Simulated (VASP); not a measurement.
Wanted: the native input for a VASP 6.6.1 run.

- Task: single point
- Functional: PBE
- Potentials or basis: VASP PAW PBE potentials, release 64 (Al, N)
- Cutoff: 520 eV
- k mesh: 13 × 13 × 7
- Occupations: fermi-dirac, width 0.05 eV
- Spin: no spin polarisation
- Dipole correction: no
- Further INCAR settings: ALGO = Normal; EDIFF = 1e-06; NBANDS = 16

The structure of AlN (wurtzite type) lies in POSCAR:

```
AlN
1.0
    3.0112858846      0.0000000000      0.0000000000
   -1.5056429423      2.6078500741      0.0000000000
    0.0000000000      0.0000000000      4.7714770989
Al N
2 2
Direct
    0.3333333333      0.6666666667     -0.0045189305
    0.6666666667      0.3333333333      0.4954810695
    0.3333333333      0.6666666667      0.3805189305
    0.6666666667      0.3333333333      0.8805189305
```

These files were run (other wordings do the same):

INCAR

```
SYSTEM = AlN
ALGO = Normal
EDIFF = 1E-6
ENCUT = 520
GGA = PE
ISIF = 2
ISMEAR = -1
LASPH = .TRUE.
LCHARG = .FALSE.
LREAL = .FALSE.
LWAVE = .FALSE.
NBANDS = 16
NELM = 100
PREC = Accurate
SIGMA = 0.05
```

KPOINTS

```
k-points
0
G
  13 13 7
  0 0 0
```

Potentials or basis: VASP PAW PBE potentials, release 64 (Al, N).

Launch:

```bash
$ cat potpaw_PBE.64/Al/POTCAR potpaw_PBE.64/N/POTCAR > POTCAR
$ mpirun -np 1 vasp_std > vasp.out
```

It gave:

```
Pressure               : 31.3 GPa
Band gap on the k mesh : 5.11 eV, direct
```

Run time: 29 s on 1 thread of Intel Xeon 6975P-C, with other jobs on the host, peak memory 0.17 GiB.
